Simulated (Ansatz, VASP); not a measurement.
CoO in VASP and in Ansatz

```
Co O
1.0
    -1.50800    1.50800    2.10725
     1.50800   -1.50800    2.10725
     1.50800    1.50800   -2.10725
Co O
1 1
Direct
  0.00000 0.00000 0.00000
  0.50000 0.50000 0.00000
```

Alike in both runs: task single point; functional PBEsol; k mesh 10 × 10 × 10; occupations fermi-dirac, width 0.05 eV; collinear spin; fixed moment 2.5 μB.

|  | VASP | Ansatz |
| --- | --- | --- |
| version | VASP 6.6.1 | Ansatz 0.2.0 |
| potentials or method | VASP PAW PBE potentials, release 64 (Co, O) | Ansatz PAW |
| plane-wave cutoff (eV) | 520 | 420 |
| valence electrons in the cell | 15 | 23 |

VASP gave:

```
pressure (GPa)                                                : -13.6
net moment per atom (μB)                                      : 1.25
size of the moment on the site where the two differ most (μB) : 2.26
```

Task: Which values does Ansatz return?

Result: Pressure (GPa): -13.3; net moment per atom (μB): 1.25; size of the moment on the site where the two differ most (μB): 2.17.

VASP's potentials were made for PBE, not for PBEsol. Site moments also hang on the region over which each program counts them. VASP's potentials hold 15 valence electrons a cell and Ansatz's 23, so a difference there can come from the potentials and not from the codes.
